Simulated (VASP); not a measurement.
# Cu (P2/m) in VASP: single point with r2SCAN

Aim: the single point of Cu with r2SCAN.

Everything below comes from runs of VASP 6.6.1. Logs are shortened: lines on timing, memory, paths and dates and some standing lists are left out, and cuts for length are marked.

### 1 The cell of the first run

It takes space group P2/m (No. 10, monoclinic). The conventional cell has a = 11.871 Å, b = 2.296 Å, c = 22.801 Å, α = 90.00°, β = 101.93°, γ = 90.00°. Cu (site symmetry 2/m) has 2 Cu at 2.30 Å within 3.0 Å.

### 2 Single point, r2SCAN

File POSCAR:

```
Cu
1.0
   11.8709136222      0.0000000000      0.0000000000
    0.0000000000      2.2963732101      0.0000000000
   -4.7150439000      0.0000000000     22.3084022876
Cu
1
Direct
    0.5000000000      0.5000000000      0.5000000000
```

File INCAR.step1:

```
SYSTEM = Cu
PREC = Accurate
ENCUT = 660
ISMEAR = -1
SIGMA = 0.1
LREAL = .False.
LASPH = .True.
NELM = 120
NBANDS = 12
GGA = PE
ALGO = Normal
EDIFF = 1E-5
LWAVE = .True.
LCHARG = .False.
GGA_COMPAT = .False.
```

File INCAR.step2:

```
SYSTEM = Cu
PREC = Accurate
ENCUT = 660
EDIFF = 1E-6
ISMEAR = -1
SIGMA = 0.1
LREAL = .False.
LASPH = .True.
NELM = 120
ALGO = Normal
ISIF = 2
LWAVE = .False.
LCHARG = .False.
METAGGA = R2SCAN
LMIXTAU = .True.
NBANDS = 12
ISTART = 1
GGA_COMPAT = .False.
```

File KPOINTS:

```
Automatic mesh
0
Gamma
  3 13 2
  0 0 0
```

Potentials or basis: VASP PAW PBE potentials, release 64 (Cu).

Run with:

```console
$ cat potpaw_PBE.64/Cu/POTCAR > POTCAR
$ cp INCAR.step1 INCAR
$ mpirun -np 1 vasp_std > vasp.out
$ cp INCAR.step2 INCAR
$ mpirun -np 1 vasp_std > vasp.out
```

OUTCAR:

```text
SYSTEM = Cu
   PREC = Accurate
   ENCUT = 660
   EDIFF = 1E-6
   ISMEAR = -1
   LREAL = .False.
   LASPH = .True.
   NELM = 120
   ISIF = 2
   METAGGA = R2SCAN
   ISTART = 1

 ion  position               nearest neighbor table
   1  0.500  0.500  0.500-

  LATTYP: Found a simple monoclinic cell.
 ALAT       =    11.8709136222
 B/A-ratio  =     0.1934453643
 C/A-ratio  =     1.9207652137
 COS(beta)  =    -0.2067889433

  Lattice vectors:

 A1 = (  11.8709136222,   0.0000000000,   0.0000000000)
 A2 = (   0.0000000000,   2.2963732101,   0.0000000000)
 A3 = (  -4.7150439000,   0.0000000000,  22.3084022876)

Analysis of symmetry for initial positions (statically):
=====================================================================
 Subroutine PRICEL returns:
 Original cell was already a primitive cell.

 Routine SETGRP: Setting up the symmetry group for a
 simple monoclinic supercell.

 Subroutine GETGRP returns: Found  4 space group operations
 (whereof  4 operations were pure point group operations)
 out of a pool of  4 trial point group operations.

The static configuration has the point symmetry C_2h.

Analysis of symmetry for dynamics (positions and initial velocities):
=====================================================================
 Subroutine PRICEL returns:
 Original cell was already a primitive cell.

 Routine SETGRP: Setting up the symmetry group for a
 simple monoclinic supercell.

 Subroutine GETGRP returns: Found  4 space group operations
 (whereof  4 operations were pure point group operations)
 out of a pool of  4 trial point group operations.

The dynamic configuration has the point symmetry C_2h.

 Subroutine INISYM returns: Found  4 space group operations
 (whereof  4 operations are pure point group operations),
 and found     1 'primitive' translations

----------------------------------------------------------------------------------------

                                     Primitive cell

  volume of cell :     608.1281

  direct lattice vectors                    reciprocal lattice vectors
    11.870913622  0.000000000  0.000000000     0.084239514  0.000000000  0.017804637
     0.000000000  2.296373210  0.000000000     0.000000000  0.435469285  0.000000000
    -4.715043900  0.000000000 22.308402288     0.000000000  0.000000000  0.044826160

  length of vectors
    11.870913622  2.296373210 22.801237940     0.086100528  0.435469285  0.044826160

  position of ions in fractional coordinates (direct lattice)
     0.500000000  0.500000000  0.500000000

  ion indices of the primitive-cell ions
   primitive index   ion index
                 1           1

----------------------------------------------------------------------------------------

 KPOINTS: Automatic mesh

Automatic generation of k-mesh.
 Grid dimensions read from file:
 generate k-points for:    3   13    2

 Generating k-lattice:

  Cartesian coordinates                     Fractional coordinates (reciprocal lattice)
     0.028079838  0.000000000  0.005934879     0.333333333  0.000000000 -0.000000000
     0.000000000  0.033497637  0.000000000     0.000000000  0.076923077  0.000000000
     0.000000000  0.000000000  0.022413080     0.000000000  0.000000000  0.500000000

  Length of vectors
     0.028700176  0.033497637  0.022413080

  Shift w.r.t. Gamma in fractional coordinates (k-lattice)
     0.000000000  0.000000000  0.000000000

 Subroutine IBZKPT returns following result:
 ===========================================

 Found     28 irreducible k-points:

 Following reciprocal coordinates:
            Coordinates               Weight
  0.000000  0.000000  0.000000      1.000000
  0.333333  0.000000 -0.000000      2.000000
  0.000000  0.076923  0.000000      2.000000
  0.333333  0.076923 -0.000000      4.000000
  0.000000  0.153846  0.000000      2.000000
  0.333333  0.153846 -0.000000      4.000000
[... 16 lines left out ...]
  0.000000  0.307692  0.500000      2.000000
  0.333333  0.307692  0.500000      4.000000
 [... further k-points ...]
   k-points           NKPTS =     28   k-points in BZ     NKDIM =     28   number of bands    NBANDS=     12
   number of dos      NEDOS =    301   number of ions     NIONS =      1
   total plane-waves  NPLWV = 384000
   dimension x,y,z NGX =   100 NGY =   20 NGZ =  192
   dimension x,y,z NGXF=   200 NGYF=   40 NGZF=  384
   ions per type =               1
   NGX,Y,Z   is equivalent  to a cutoff of  14.00, 14.48, 14.00 a.u.
   NGXF,Y,Z  is equivalent  to a cutoff of  28.01, 28.96, 28.00 a.u.
 SYSTEM =  Cu
   PREC   = accura    normal or accurate (medium, high low for compatibility)
   ISTART =      1    job   : 0-new  1-cont  2-samecut
   ICHARG =      0    charge: 1-file 2-atom 10-const
   ISPIN  =      1    spin polarized calculation?
   LNONCOLLINEAR =      F non collinear calculations
   LSORBIT =      F    spin-orbit coupling
   LASPH  =      T    aspherical Exc in radial PAW
   ENCUT  =  660.0 eV  48.51 Ry    6.96 a.u.  24.87  4.81 47.76*2*pi/ulx,y,z
   NELM   =    120;   NELMIN=  2; NELMDL=  0     # of ELM steps
   EDIFF  = 0.1E-05   stopping-criterion for ELM
   LREAL  =      F    real-space projection
   EDIFFG = 0.1E-04   stopping-criterion for IOM
   NSW    =      0    number of steps for IOM
   IBRION =     -1    ionic relax: 0-MD 1-quasi-New 2-CG
   NFREE  =      0    steps in history (QN), initial steepest desc. (CG)
   ISIF   =      2    stress and relaxation
   ISYM   =      2    0-nonsym 1-usesym 2-fastsym
   POTIM  = 0.5000    time-step for ionic-motion
   TEBEG  =    0.0;   TEEND  =   0.0 temperature during run
   PSTRESS=    0.0 pullay stress
   NELECT =      11.0000    total number of electrons
   NUPDOWN=      -1.0000    fix difference up-down
   EMIN   =  10.00;   EMAX   =-10.00  energy-range for DOS
   EFERMI =   0.00;   METHOD = LEGACY
   ISMEAR =    -1;   SIGMA  =   0.10  broadening in eV -4-tet -1-fermi 0-gaus
   EFERMI_NEDOS =   21; number of points for ismear=-14 and -15
   IALGO  =     38    algorithm
   IMIX   =      4    mixing-type and parameters
     AMIX     =   0.40;   BMIX     =  1.00
     AMIX_MAG =   1.60;   BMIX_MAG =  1.00
  volume/ion in A,a.u.               =     608.13      4103.85
  Fermi-wavevector in a.u.,A,eV,Ry     =   0.429742  0.812094  2.512694  0.184678
  Thomas-Fermi vector in A             =   1.397840
   LORBIT       =      0    0 simple, 1 ext, 2 COOP (PROOUT), +10 PAW based schemes
   METAGGA = R2SCAN    functional components
   LHFCALC =     F    Hartree Fock is set to
   AEXX    =    0.0000 exact exchange contribution
   IVDW    =     0    specifies the selected vdW correction
   LEPSILON=     F    determine dielectric tensor
   LRPA    =     F    only Hartree local field effects (RPA)
 non-spin polarized calculation
  energy-cutoff  :      660.00
  volume of cell :      608.13
 maximum number of plane-waves:     23496
 NGX is ok and might be reduce to   100
   NGX = 49   NGY =  9   NGZ = 95

 number of electron      11.0000017 magnetization

 Free energy of the ion-electron system (eV)
  ---------------------------------------------------
  ext. energy  EPLUGINS =         0.00000000
  ---------------------------------------------------
  free energy    TOTEN  =        -8.52690136 eV

  energy without entropy =       -8.49485748  energy(sigma->0) =       -8.51087942

 E-fermi :  -4.9906     XC(G=0):  -0.6060

 val. band max:       -5.1996496941   @ k =   0.0000   0.0000   0.5000
 cond. band min:      -4.4320304919   @ k =   0.0000   0.3077   0.0000
 fundamental gap:      0.7676192022
 Fermi energy:        -4.9906405995

 k-point     1 :       0.0000    0.0000    0.0000
  band No.  band energies     occupation
      1      -8.4615      2.00000
      2      -6.1685      1.99998
      3      -6.0219      1.99993
      4      -6.0213      1.99993
      5      -5.1997      1.77997
      6      -5.1997      1.77988
      7      -1.9434      0.00000
      8      -1.9381      0.00000
      9       0.2056      0.00000
     10       0.5314      0.00000
     11       0.5842      0.00000
     12       1.1570      0.00000

 k-point     2 :       0.3333    0.0000   -0.0000
  band No.  band energies     occupation
      1      -8.4615      2.00000
      2      -6.1685      1.99998
      3      -6.0219      1.99993
      4      -6.0213      1.99993
      5      -5.1997      1.77998
      6      -5.1997      1.77988
      7      -1.9453      0.00000
      8      -1.9426      0.00000
      9       0.3566      0.00000
     10       0.6035      0.00000
     11       0.7469      0.00000
     12       0.7729      0.00000

 k-point     3 :       0.0000    0.0769    0.0000
  band No.  band energies     occupation
      1      -8.2543      2.00000
      2      -6.0855      1.99996
      3      -5.9999      1.99992
      4      -5.9993      1.99992
      5      -5.3460      1.94434
      6      -5.3459      1.94431
      7      -1.6912      0.00000
      8      -1.6854      0.00000
      9       0.3735      0.00000
     10       0.6993      0.00000
     11       0.7558      0.00000
     12       1.3256      0.00000
[... 286 lines left out ...]
 k-point    23 :       0.0000    0.3077    0.5000
  band No.  band energies     occupation
      1      -6.4546      2.00000
      2      -6.4545      2.00000
      3      -5.9541      1.99987
      4      -5.7629      1.99911
      5      -5.7622      1.99911
      6      -4.4320      0.00747
      7       1.3311      0.00000
      8       1.3423      0.00000
      9       2.9475      0.00000
     10       3.0395      0.00000
     11       3.5634      0.00000
     12       3.7332      0.00000

 k-point    24 :       0.3333    0.3077    0.5000
  band No.  band energies     occupation
      1      -6.4546      2.00000
      2      -6.4545      2.00000
      3      -5.9541      1.99987
      4      -5.7629      1.99911
      5      -5.7622      1.99911
      6      -4.4320      0.00747
      7       1.3271      0.00000
      8       1.3330      0.00000
      9       3.0934      0.00000
     10       3.1899      0.00000
     11       3.4568      0.00000
     12       3.5883      0.00000

 [... further k-points ...]
[... 5 lines left out ...]
  --------------------------------------------------------------------------------------
  -------------------------------------------------------------------------------------
  Total        0.0040344     -0.5267034      0.0044286      0.0000000      0.0000000      0.0020705
  in kB        0.0106291     -1.3876553      0.0116675      0.0000000      0.0000000      0.0054548
  external PRESSURE =      -0.4551196 kB  Pullay stress =       0.0000000 kB

 VOLUME and BASIS-vectors are now :
 -----------------------------------------------------------------------------
  energy-cutoff  :      660.00
  volume of cell :      608.13
      direct lattice vectors                 reciprocal lattice vectors
    11.870913622  0.000000000  0.000000000     0.084239514  0.000000000  0.017804637
     0.000000000  2.296373210  0.000000000     0.000000000  0.435469285  0.000000000
    -4.715043900  0.000000000 22.308402288     0.000000000  0.000000000  0.044826160

 POSITION                                       TOTAL-FORCE (eV/Angst)
 -----------------------------------------------------------------------------------
      3.57793      1.14819     11.15420         0.000000      0.000000      0.000000
 -----------------------------------------------------------------------------------
    total drift:                                0.000000     -0.000000     -0.000000

  FREE ENERGIE OF THE ION-ELECTRON SYSTEM (eV)
  ---------------------------------------------------
  free  energy   TOTEN  =        -8.5269013570 eV

  energy  without entropy=       -8.4948574804  energy(sigma->0) =       -8.51087942
```

It took 53 min on 1 thread of Intel Xeon 8259CL, shared host; peak memory 1 GiB.

What came out:

```
Free energy            : -8.5269 eV
Pressure               : 0.0 GPa
Band gap on the k mesh : zero (an odd number of electrons rules out a gap without spin polarisation)
```

Levels at points of the mesh, in eV from the Fermi level:
```csv
k point,band 3,band 4,band 5,band 6,band 7,band 8,band 9,band 10
"(0.00, 0.00, 0.00)",-1.03,-1.03,-0.21,-0.21,3.05,3.05,5.20,5.52
"(0.00, 0.00, 0.50)",-1.03,-1.03,-0.21,-0.21,3.05,3.05,5.26,5.32
```

Caveat: the PAW data sets were made with another functional, which shifts forces and pressure a little.

The gap in the log of VASP goes by the Fermi energy; the results here count the filled bands.